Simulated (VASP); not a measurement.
# ZrTi11O24 (a cell with a defect) in VASP: further runs

Runs on ZrTi11O24 (a cell with a defect). Level: r2SCAN. Tasks: single point.

Everything below comes from runs of VASP 6.6.1. Logs are shortened: lines on timing, memory, paths and dates and some standing lists are left out, and cuts for length are marked.

**1. The cell of the first run**

The cell holds a defect, 72 atoms: a = 9.183 Å, b = 9.183 Å, c = 8.817 Å, α = 90.00°, β = 90.00°, γ = 90.00°.

**2. Single point, r2SCAN**

Contents of POSCAR:

```
ZrTi11O24
1.0
    9.1828280000      0.0000000000      0.0000000000
    0.0000000000      9.1828280000      0.0000000000
    0.0000000000      0.0000000000      8.8166120000
Zr Ti O
2 22 48
Direct
    0.9998040000      0.0002380000      0.0005210000
    0.5005720000      0.5003040000      0.3337630000
    0.0002420000      0.0003450000      0.3386100000
    0.0005970000      0.9996200000      0.6628680000
    0.9994800000      0.5002910000      0.9973680000
    0.0014840000      0.5002780000      0.3318760000
    0.0001380000      0.5000460000      0.6641840000
    0.5009270000      0.0015240000      0.9975240000
    0.5005520000      0.9991520000      0.3309400000
    0.4998310000      0.9996090000      0.6647000000
    0.4995290000      0.4998870000      0.9952070000
    0.5005430000      0.4997220000      0.6710370000
    0.2503640000      0.2506880000      0.1653280000
    0.2463110000      0.2442470000      0.4997830000
    0.2542670000      0.2550830000      0.8305310000
    0.2505650000      0.7508910000      0.1641360000
    0.2506230000      0.7494330000      0.4993370000
    0.2499330000      0.7503800000      0.8307370000
    0.7506670000      0.2510000000      0.1662090000
    0.7498440000      0.2498770000      0.4999220000
    0.7508270000      0.2495810000      0.8308150000
    0.7503190000      0.7491380000      0.1650590000
    0.7557730000      0.7557080000      0.4998800000
    0.7448570000      0.7452240000      0.8307110000
    0.1580460000      0.1577490000      0.9987920000
    0.1514170000      0.1512520000      0.3333020000
    0.1529400000      0.1525690000      0.6681900000
    0.1492410000      0.6558500000      0.9990790000
    0.1559600000      0.6489710000      0.3341600000
    0.1519510000      0.6518170000      0.6665680000
    0.6561810000      0.1488280000      0.9990660000
    0.6492820000      0.1557310000      0.3340580000
    0.6520710000      0.1516730000      0.6668120000
    0.6512570000      0.6512490000      0.0002510000
    0.6582970000      0.6577670000      0.3349120000
    0.6529050000      0.6524420000      0.6651300000
    0.3493100000      0.3493290000      0.0002120000
    0.3428100000      0.3426730000      0.3348790000
    0.3479470000      0.3481520000      0.6654700000
    0.3447320000      0.8515770000      0.9991140000
    0.3516400000      0.8448930000      0.3343340000
    0.3487280000      0.8487760000      0.6666240000
    0.8516930000      0.3447450000      0.9992220000
    0.8447900000      0.3514780000      0.3342350000
    0.8485520000      0.3488030000      0.6666340000
    0.8426180000      0.8426660000      0.9987740000
    0.8494340000      0.8494440000      0.3333230000
    0.8479220000      0.8478720000      0.6684410000
    0.0983150000      0.4023920000      0.1670670000
    0.0966050000      0.4008780000      0.5003710000
    0.0996090000      0.4039270000      0.8338830000
    0.1012530000      0.8993130000      0.1800080000
    0.0991940000      0.9015020000      0.5006630000
    0.1010540000      0.8997140000      0.8208650000
    0.6014590000      0.3992930000      0.1540980000
    0.6008780000      0.3992200000      0.5133190000
    0.5991840000      0.4016210000      0.8336490000
    0.5982400000      0.9022950000      0.1671230000
    0.5998480000      0.9038160000      0.5003940000
    0.5964910000      0.9007350000      0.8338460000
    0.4026280000      0.0980930000      0.1670600000
    0.4011550000      0.0967300000      0.5004070000
    0.4041590000      0.0996590000      0.8338870000
    0.3995540000      0.6013520000      0.1545400000
    0.3998840000      0.6010690000      0.5131970000
    0.4018280000      0.5991670000      0.8333290000
    0.8995530000      0.1013370000      0.1799130000
    0.9016960000      0.0990370000      0.5008820000
    0.9001720000      0.1012900000      0.8206990000
    0.9026050000      0.5981980000      0.1670550000
    0.9041750000      0.5997290000      0.5002560000
    0.9010050000      0.5966550000      0.8340360000
```

Contents of INCAR.step1:

```
ALGO = Normal
EDIFF = 1E-4
ENCUT = 520
GGA = PE
ISMEAR = -1
ISYM = 0
LASPH = T
LCHARG = F
LREAL = Auto
LUSENCCL = F
LWAVE = T
NBANDS = 330
NELM = 80
PREC = Accurate
SIGMA = 0.05
```

Contents of INCAR.step2:

```
ALGO = Normal
EDIFF = 1E-6
ENCUT = 520
ISIF = 2
ISMEAR = -1
ISTART = 1
ISYM = 0
LASPH = T
LCHARG = T
LELF = T
LMIXTAU = T
LREAL = Auto
LUSENCCL = F
LVHAR = T
LWAVE = F
METAGGA = R2SCAN
NBANDS = 330
NELM = 80
PREC = Accurate
SIGMA = 0.05
```

Contents of KPOINTS:

```
Automatic mesh
0
Gamma
  1 1 1
  0.25 0.25 0.25
```

Potentials or basis: VASP PAW PBE potentials, release 64 (Zr_sv, Ti_sv, O).

Launch:

```console
$ cat potpaw_PBE.64/Zr_sv/POTCAR potpaw_PBE.64/Ti_sv/POTCAR potpaw_PBE.64/O/POTCAR > POTCAR
$ cp INCAR.step1 INCAR
$ mpirun -np 1 vasp_std > vasp.out
$ cp INCAR.step2 INCAR
$ mpirun -np 1 vasp_std > vasp.out
```

OUTCAR:

```text
EDIFF = 1E-6
   ENCUT = 520
   ISIF = 2
   ISMEAR = -1
   ISTART = 1
   ISYM = 0
   LASPH = T
   LREAL = Auto
   METAGGA = R2SCAN
   NELM = 80
   PREC = Accurate

 ion  position               nearest neighbor table
   1  1.000  0.000  0.001-  46 2.04  25 2.05  67 2.05  69 2.05  54 2.06  52 2.06   4 2.98   3 2.98

   2  0.501  0.500  0.334-  35 2.05  38 2.05  65 2.05  56 2.05  64 2.05  55 2.06  12 2.97  11 2.98

   3  0.000  0.000  0.339-  67 1.92  52 1.92  68 1.92  53 1.92  47 1.96  26 1.96   4 2.86   1 2.98

   4  0.001  1.000  0.663-  54 1.91  69 1.91  53 1.92  68 1.92  48 1.98  27 1.98   3 2.86   1 2.98

   5  0.999  0.500  0.997-  72 1.92  51 1.93  70 1.96  49 1.97  43 1.97  28 1.98
   6  0.001  0.500  0.332-  49 1.93  70 1.94  50 1.95  71 1.96  29 1.97  44 1.98
   7  0.000  0.500  0.664-  50 1.92  71 1.92  51 1.96  72 1.96  45 1.97  30 1.97
   8  0.501  0.002  0.998-  63 1.92  60 1.93  61 1.96  31 1.97  58 1.97  40 1.99
   9  0.501  0.999  0.331-  58 1.92  61 1.93  59 1.96  62 1.97  41 1.97  32 1.98
  10  0.500  1.000  0.665-  62 1.93  59 1.93  60 1.96  63 1.96  42 1.96  33 1.98
  11  0.500  0.500  0.995-  66 1.92  57 1.92  64 1.92  55 1.92  37 1.95  34 1.97  12 2.86   2 2.98
[... 61 lines left out ...]
  71  0.904  0.600  0.500-   7 1.92   6 1.96  23 1.98
  72  0.901  0.597  0.834-   5 1.92   7 1.96  24 1.98

IMPORTANT INFORMATION: All symmetrisations will be switched off!
NOSYMM: (Re-)initialisation of all symmetry stuff for point group C_1.

----------------------------------------------------------------------------------------

                                     Primitive cell

  volume of cell :     743.4549

  direct lattice vectors                    reciprocal lattice vectors
     9.182828000  0.000000000  0.000000000     0.108898914  0.000000000  0.000000000
     0.000000000  9.182828000  0.000000000     0.000000000  0.108898914  0.000000000
     0.000000000  0.000000000  8.816612000     0.000000000  0.000000000  0.113422253

  length of vectors
     9.182828000  9.182828000  8.816612000     0.108898914  0.108898914  0.113422253

  position of ions in fractional coordinates (direct lattice)
     0.999804000  0.000238000  0.000521000
     0.500572000  0.500304000  0.333763000
     0.000242000  0.000345000  0.338610000
     0.000597000  0.999620000  0.662868000
     0.999480000  0.500291000  0.997368000
     0.001484000  0.500278000  0.331876000
[... 64 lines left out ...]
     0.904175000  0.599729000  0.500256000
     0.901005000  0.596655000  0.834036000

  ion indices of the primitive-cell ions
   primitive index   ion index
                 1           1
                 2           2
                 3           3
                 4           4
                 5           5
                 6           6
[... 64 lines left out ...]
                71          71
                72          72

----------------------------------------------------------------------------------------

 KPOINTS: Automatic mesh

Automatic generation of k-mesh.
 Grid dimensions read from file:
 generate k-points for:    1    1    1

 Generating k-lattice:

  Cartesian coordinates                     Fractional coordinates (reciprocal lattice)
     0.108898914  0.000000000  0.000000000     1.000000000  0.000000000  0.000000000
     0.000000000  0.108898914  0.000000000     0.000000000  1.000000000  0.000000000
     0.000000000  0.000000000  0.113422253     0.000000000  0.000000000  1.000000000

  Length of vectors
     0.108898914  0.108898914  0.113422253

  Shift w.r.t. Gamma in fractional coordinates (k-lattice)
     0.250000000  0.250000000  0.250000000

 Subroutine IBZKPT returns following result:
 ===========================================

 Found      4 irreducible k-points:

 Following reciprocal coordinates:
            Coordinates               Weight
  0.250000  0.250000  0.250000      2.000000
 -0.250000  0.250000  0.250000      2.000000
 -0.250000 -0.250000  0.250000      2.000000
  0.250000 -0.250000  0.250000      2.000000
[... 37 lines left out ...]
 non-spin polarized calculation
  energy-cutoff  :      520.00
  volume of cell :      743.45
 maximum number of plane-waves:     20027
 NGX is ok and might be reduce to    70
   NGX = 35   NGY = 35   NGZ = 33

 number of electron     575.9999942 magnetization

 Free energy of the ion-electron system (eV)
  ---------------------------------------------------
  ext. energy  EPLUGINS =         0.00000000
  ---------------------------------------------------
  free energy    TOTEN  =      -858.08283158 eV

  energy without entropy =     -858.08283158  energy(sigma->0) =     -858.08283158

 E-fermi :   5.9444     XC(G=0): -12.2432

 val. band max:        4.6494483513   @ k =  -0.2500  -0.2500   0.2500
 cond. band min:       7.2871794453   @ k =  -0.2500   0.2500   0.2500
 fundamental gap:      2.6377310940
 Fermi energy:         5.9444141376

 k-point     1 :       0.2500    0.2500    0.2500
  band No.  band energies     occupation
      1     -54.2350      2.00000
      2     -54.2284      2.00000
      3     -54.2188      2.00000
      4     -54.2169      2.00000
      5     -54.2040      2.00000
      6     -54.2003      2.00000
[... 292 lines left out ...]
    299       7.7285      0.00000
    300       7.7295      0.00000

 k-point     2 :      -0.2500    0.2500    0.2500
  band No.  band energies     occupation
      1     -54.2349      2.00000
      2     -54.2285      2.00000
      3     -54.2187      2.00000
      4     -54.2169      2.00000
      5     -54.2040      2.00000
      6     -54.2004      2.00000
[... 292 lines left out ...]
    299       7.7066      0.00000
    300       7.7196      0.00000

 k-point     3 :      -0.2500   -0.2500    0.2500
  band No.  band energies     occupation
      1     -54.2350      2.00000
      2     -54.2284      2.00000
      3     -54.2188      2.00000
      4     -54.2169      2.00000
      5     -54.2040      2.00000
      6     -54.2003      2.00000
[... 292 lines left out ...]
    299       7.7264      0.00000
    300       7.7281      0.00000

 k-point     4 :       0.2500   -0.2500    0.2500
  band No.  band energies     occupation
      1     -54.2349      2.00000
      2     -54.2285      2.00000
      3     -54.2187      2.00000
      4     -54.2169      2.00000
      5     -54.2040      2.00000
      6     -54.2004      2.00000
[... 292 lines left out ...]
    299       7.7075      0.00000
    300       7.7210      0.00000
 [bands above 300 left out]

------------------------ aborting loop because EDIFF is reached ----------------------------------------

  FORCE on cell =-STRESS in cart. coord.  units (eV):
  Direction    XX          YY          ZZ          XY          YZ          ZX
  --------------------------------------------------------------------------------------
  -------------------------------------------------------------------------------------
  Total       30.7033230     30.5446393     53.7278843      3.0635525     -0.0608162     -0.0846875
  in kB       66.1669833     65.8250133    115.7859046      6.6020875     -0.1310616     -0.1825053
  external PRESSURE =      82.5926338 kB  Pullay stress =       0.0000000 kB

 VOLUME and BASIS-vectors are now :
 -----------------------------------------------------------------------------
  energy-cutoff  :      520.00
  volume of cell :      743.45
      direct lattice vectors                 reciprocal lattice vectors
     9.182828000  0.000000000  0.000000000     0.108898914  0.000000000  0.000000000
     0.000000000  9.182828000  0.000000000     0.000000000  0.108898914  0.000000000
     0.000000000  0.000000000  8.816612000     0.000000000  0.000000000  0.113422253

 POSITION                                       TOTAL-FORCE (eV/Angst)
 -----------------------------------------------------------------------------------
      9.18103      0.00219      0.00459         0.021339      0.006896     -0.026888
      4.59667      4.59421      2.94266         0.004283      0.001468     -0.011584
      0.00222      0.00317      2.98539        -0.002401     -0.006964      0.005006
      0.00548      9.17934      5.84425        -0.017664      0.020421      0.022235
      9.17805      4.59409      8.79341         0.026415     -0.007335      0.063125
      0.01363      4.59397      2.92602        -0.030755     -0.016602      0.040835
[... 64 lines left out ...]
      8.30288      5.50721      4.41056        -0.016564      0.039602     -0.042466
      8.27377      5.47898      7.35337        -0.050999      0.027865     -0.063958
 -----------------------------------------------------------------------------------
    total drift:                               -0.020067      0.030597      0.025231

  FREE ENERGIE OF THE ION-ELECTRON SYSTEM (eV)
  ---------------------------------------------------
  free  energy   TOTEN  =      -858.0828315807 eV

  energy  without entropy=     -858.0828315807  energy(sigma->0) =     -858.08283158
```

Wall time 11 min (1 × NVIDIA H100 80GB with 1 thread of AMD EPYC 7R13 (Zen 3), shared host); peak memory 2.1 GiB.

What came out:

| Property | Result |
| --- | --- |
| Free energy | -858.0828 eV |
| Pressure | 8.3 GPa |
| Largest force | 0.089 eV/Å |
| Band gap on the k mesh | 2.64 eV |

Forces in eV/Å, atoms in the order of the input:
```
Zr   0.021  0.007 -0.027
Zr   0.004  0.001 -0.012
Ti  -0.002 -0.007  0.005
Ti  -0.018  0.020  0.022
Ti   0.026 -0.007  0.063
Ti  -0.031 -0.017  0.041
Ti  -0.012 -0.006  0.070
Ti  -0.018 -0.024  0.060
Ti   0.003  0.037  0.078
Ti   0.021  0.027  0.030
Ti   0.025  0.012  0.016
Ti   0.000  0.016  0.010
Ti   0.006 -0.006  0.044
Ti   0.005  0.047  0.029
Ti   0.000 -0.014  0.064
Ti   0.009 -0.017  0.057
Ti  -0.023  0.031  0.058
Ti   0.037 -0.011 -0.012
Ti  -0.008 -0.014 -0.006
Ti   0.035 -0.016  0.053
Ti  -0.025  0.048  0.013
Ti  -0.010  0.023  0.059
Ti  -0.018 -0.037  0.014
Ti   0.020  0.020  0.068
O   -0.021 -0.022 -0.018
O   -0.040 -0.042 -0.032
O   -0.043 -0.042  0.021
O   -0.059 -0.020  0.006
O   -0.014 -0.051 -0.011
O   -0.042 -0.043  0.009
O   -0.012 -0.047  0.016
O   -0.066 -0.028  0.006
O   -0.049 -0.049  0.002
O   -0.045 -0.053  0.014
O   -0.023 -0.018 -0.004
O   -0.052 -0.050 -0.025
O    0.030  0.032  0.004
O    0.012  0.010 -0.013
O    0.033  0.022 -0.028
O    0.023  0.057 -0.006
O    0.048  0.010 -0.014
O    0.036  0.033 -0.008
O    0.056  0.016 -0.001
O    0.030  0.070  0.006
O    0.050  0.047  0.000
O    0.010  0.008 -0.028
O    0.043  0.041 -0.048
O    0.054  0.050  0.025
O    0.030 -0.031 -0.043
O    0.035 -0.059 -0.045
O    0.048 -0.027 -0.047
O    0.044 -0.036 -0.056
O    0.024 -0.023 -0.013
O    0.028 -0.035  0.046
O    0.017 -0.026  0.020
O    0.039 -0.031 -0.049
O    0.021 -0.029 -0.012
O    0.034 -0.034 -0.048
O    0.031 -0.010 -0.045
O    0.029 -0.046 -0.045
O   -0.034  0.039 -0.032
O   -0.038  0.007 -0.052
O   -0.036  0.060 -0.055
O   -0.045  0.040  0.004
O   -0.031  0.028 -0.037
O   -0.028  0.020 -0.005
O   -0.044  0.047 -0.034
O   -0.009  0.010 -0.017
O   -0.029  0.006  0.030
O   -0.025  0.023 -0.031
O   -0.017  0.040 -0.042
O   -0.051  0.028 -0.064
```

Levels at points of the mesh, in eV from the valence-band top:
```
           k point  band 285  band 286  band 287  band 288  band 289  band 290  band 291  band 292
(0.25, 0.25, 0.25)     -0.45     -0.38     -0.34      0.00      2.64      2.66      2.68      2.78
```

Caveat: the PAW data sets were made with another functional, which shifts forces and pressure a little.

**3. Single point, r2SCAN**

POSCAR: that of step 2 with these lines changed.

```diff
@@ -15,5 +15,5 @@
     0.0001380000      0.5000460000      0.6641840000
-    0.5009270000      0.0015240000      0.9975240000
+    0.5009270000      0.0015240000      0.9975230000
     0.5005520000      0.9991520000      0.3309400000
-    0.4998310000      0.9996090000      0.6647000000
+    0.4998310000      0.9996100000      0.6647000000
     0.4995290000      0.4998870000      0.9952070000
```

Contents of INCAR.step1:

```
ALGO = Normal
EDIFF = 1E-5
ENCUT = 580
GGA = PE
GGA_COMPAT = F
ISMEAR = -1
ISYM = -1
KPAR = 1
LASPH = T
LCHARG = F
LREAL = Auto
LWAVE = T
NBANDS = 330
NELM = 120
PREC = Accurate
SIGMA = 0.05
```

Contents of INCAR.step2:

```
ALGO = Normal
EDIFF = 1E-6
ENCUT = 580
GGA_COMPAT = F
ISIF = 2
ISMEAR = -1
ISTART = 1
ISYM = -1
KPAR = 1
LASPH = T
LCHARG = T
LELF = T
LMIXTAU = T
LREAL = Auto
LVHAR = T
LWAVE = F
METAGGA = R2SCAN
NBANDS = 330
NELM = 120
PREC = Accurate
SIGMA = 0.05
```

Contents of KPOINTS:

```
explicit points
1
Reciprocal
  0.25000000   0.25000000   0.25000000 1
```

Potentials or basis: VASP PAW PBE potentials, release 64 (Zr_sv, Ti_sv, O).

Launch:

```console
$ cat potpaw_PBE.64/Zr_sv/POTCAR potpaw_PBE.64/Ti_sv/POTCAR potpaw_PBE.64/O/POTCAR > POTCAR
$ cp INCAR.step1 INCAR
$ mpirun -np 4 vasp_std > vasp.out
$ cp INCAR.step2 INCAR
$ mpirun -np 4 vasp_std > vasp.out
```

Wall time 7.4 min (4 MPI ranks of Intel Xeon 6975P-C (Granite Rapids), shared host); peak memory 0.41 GiB.

The run converged. Its results:

```
Free energy            : -858.1577 eV
Pressure               : 8.1 GPa
Largest force          : 0.086 eV/Å
Band gap on the k mesh : 2.64 eV
```

Forces in eV/Å, atoms in the order of the input:
```
Zr   0.017  0.005 -0.015
Zr   0.002  0.000 -0.016
Ti   0.000 -0.003 -0.026
Ti  -0.015  0.014  0.027
Ti   0.019 -0.005  0.065
Ti  -0.020 -0.013  0.037
Ti  -0.009 -0.008  0.063
Ti  -0.013 -0.016  0.056
Ti   0.010  0.023  0.071
Ti   0.012  0.011  0.042
Ti   0.020  0.006  0.019
Ti   0.004  0.018 -0.012
Ti   0.011  0.002  0.040
Ti   0.017  0.048  0.024
Ti  -0.012 -0.021  0.050
Ti   0.012 -0.016  0.063
Ti  -0.022  0.024  0.058
Ti   0.031 -0.021 -0.001
Ti  -0.003 -0.007 -0.003
Ti   0.021 -0.015  0.051
Ti  -0.032  0.043  0.016
Ti  -0.003  0.013  0.051
Ti  -0.030 -0.047  0.010
Ti   0.028  0.032  0.054
O   -0.021 -0.021 -0.021
O   -0.040 -0.042 -0.028
O   -0.041 -0.039  0.008
O   -0.053 -0.016 -0.004
O   -0.008 -0.042 -0.023
O   -0.042 -0.040 -0.008
O   -0.005 -0.037  0.005
O   -0.060 -0.024 -0.006
O   -0.049 -0.049 -0.013
O   -0.042 -0.048  0.006
O   -0.021 -0.014 -0.016
O   -0.048 -0.045 -0.024
O    0.026  0.029 -0.003
O    0.010  0.010 -0.021
O    0.031  0.022 -0.022
O    0.018  0.053 -0.013
O    0.043  0.009 -0.022
O    0.038  0.033 -0.015
O    0.050  0.013 -0.007
O    0.028  0.063  0.000
O    0.051  0.048 -0.008
O    0.009  0.007 -0.026
O    0.041  0.040 -0.042
O    0.052  0.050  0.018
O    0.034 -0.038 -0.033
O    0.046 -0.057 -0.031
O    0.052 -0.037 -0.031
O    0.043 -0.042 -0.035
O    0.028 -0.029 -0.007
O    0.033 -0.035  0.039
O    0.020 -0.023  0.018
O    0.036 -0.033 -0.034
O    0.023 -0.031 -0.007
O    0.041 -0.040 -0.037
O    0.030 -0.019 -0.035
O    0.038 -0.047 -0.026
O   -0.040  0.041 -0.022
O   -0.038  0.022 -0.039
O   -0.045  0.062 -0.039
O   -0.044  0.042  0.006
O   -0.039  0.030 -0.022
O   -0.031  0.023  0.000
O   -0.048  0.047 -0.016
O   -0.017  0.016 -0.011
O   -0.029  0.016  0.023
O   -0.031  0.030 -0.021
O   -0.023  0.039 -0.032
O   -0.052  0.035 -0.045
```

Stress tensor (GPa, compression positive):
```
 6.49  0.46  0.13
 0.46  6.45  0.12
 0.13  0.12 11.43
```

Levels at points of the mesh, in eV from the valence-band top:
```tsv
k point	band 286	band 287	band 288	band 289	band 290	band 291
(0.25, 0.25, 0.25)	-0.38	-0.34	0.00	2.64	2.66	2.68
```

Caveat: the PAW data sets were made with another functional, which shifts forces and pressure a little.

(Continued in part 2 of 2.)
